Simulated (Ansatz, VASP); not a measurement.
# CdSe: VASP beside Ansatz

Contents of POSCAR:

```
CdSe
1.0
    4.3000000000      0.0000000000      0.0000000000
   -2.1500000000      3.7239092363      0.0000000000
    0.0000000000      0.0000000000      7.0200000000
Cd Se
2 2
Direct
    0.6666666667      0.3333333333      0.5000000000
    0.3333333333      0.6666666667      0.0000000000
    0.6666666667      0.3333333333      0.8850000000
    0.3333333333      0.6666666667      0.3850000000
```

INCAR.step1

```
SYSTEM = CdSe
PREC = Accurate
ENCUT = 520
EDIFF = 1E-5
ISMEAR = -1
SIGMA = 0.05
LREAL = .FALSE.
LASPH = .TRUE.
NELM = 100
ALGO = Normal
ISIF = 2
LWAVE = .TRUE.
LCHARG = .FALSE.
GGA = PE
NBANDS = 26
```

File INCAR.step2:

```
SYSTEM = CdSe
PREC = Accurate
ENCUT = 520
EDIFF = 1E-6
ISMEAR = -1
SIGMA = 0.05
LREAL = .FALSE.
LASPH = .TRUE.
NELM = 100
ALGO = Normal
ISIF = 2
LWAVE = .FALSE.
LCHARG = .FALSE.
GGA = PE
LHFCALC = .TRUE.
HFSCREEN = 0.2079
PRECFOCK = Normal
ISTART = 1
NBANDS = 26
```

KPOINTS

```
regular mesh
0
G
  4 4 2
  0 0 0
```

input.yaml

```yaml
crystal:
  lattice:
    - [4.3, 0.0, 0.0]
    - [-2.15, 3.7239092363, 0.0]
    - [0.0, 0.0, 7.02]
  atoms:
    - { symbol: Cd, position: [0.6666666667, 0.3333333333, 0.5] }
    - { symbol: Cd, position: [0.3333333333, 0.6666666667, 0.0] }
    - { symbol: Se, position: [0.6666666667, 0.3333333333, 0.885] }
    - { symbol: Se, position: [0.3333333333, 0.6666666667, 0.385] }
hamiltonian:
  xc: hse06
  pseudopotentials: { kind: paw }
kpoints:
  mp_grid: { grid: [4, 4, 2] }
  band_path:
    path:
      - [[0.0, 0.0, 0.0], [0.5, 0.0, 0.0], [0.3333333333, 0.3333333333, 0.0], [0.0, 0.0, 0.0], [0.0, 0.0, 0.5], [0.5, 0.0, 0.5], [0.3333333333, 0.3333333333, 0.5], [0.0, 0.0, 0.5]]
      - [[0.5, 0.0, 0.5], [0.5, 0.0, 0.0]]
      - [[0.3333333333, 0.3333333333, 0.0], [0.3333333333, 0.3333333333, 0.5]]
    npoints: 4
scf:
  occupations: { method: fermi_dirac, width: 0.05 }
  n_extra_bands: 10
output:
  forces: true
  stress: true
  eigenvalues: true
  fatbands: false
```

Alike in both runs: functional HSE06; k mesh 4 × 4 × 2; occupations fermi-dirac, width 0.05 eV; no spin polarisation.

|  | VASP | Ansatz |
| --- | --- | --- |
| version | VASP 6.6.1 | Ansatz 0.2.0 |
| potentials or method | VASP PAW PBE potentials, release 64 (Cd, Se) | Ansatz PAW |
| plane-wave cutoff (eV) | 520 | 420 |
| valence electrons in the cell | 36 | 72 |
| task | single point | band structure |

Ansatz gave:

- gap on the k mesh at the Fermi level (eV): 1.66
- least direct gap on the mesh (eV): 1.66
- pressure (GPa): 1.9
- traceless stress, the component that is largest in VASP (GPa): -1.51
- rms of the force components (eV/Å): 0.168

Question: Which values does VASP return?

Answer: gap on the k mesh at the Fermi level (eV): 1.66; least direct gap on the mesh (eV): 1.66; pressure (GPa): 2.1; traceless stress, the component that is largest in VASP (GPa): -1.56; rms of the force components (eV/Å): 0.172.

Atom by atom the forces differ by 0.004 eV/Å (rms over components). With one functional, cell and mesh, what is left measures potentials, basis and numerics. VASP's potentials hold 36 valence electrons a cell and Ansatz's 72, so a difference there can come from the potentials and not from the codes.

The k mesh is coarse, so the values compare programs but aren't converged.
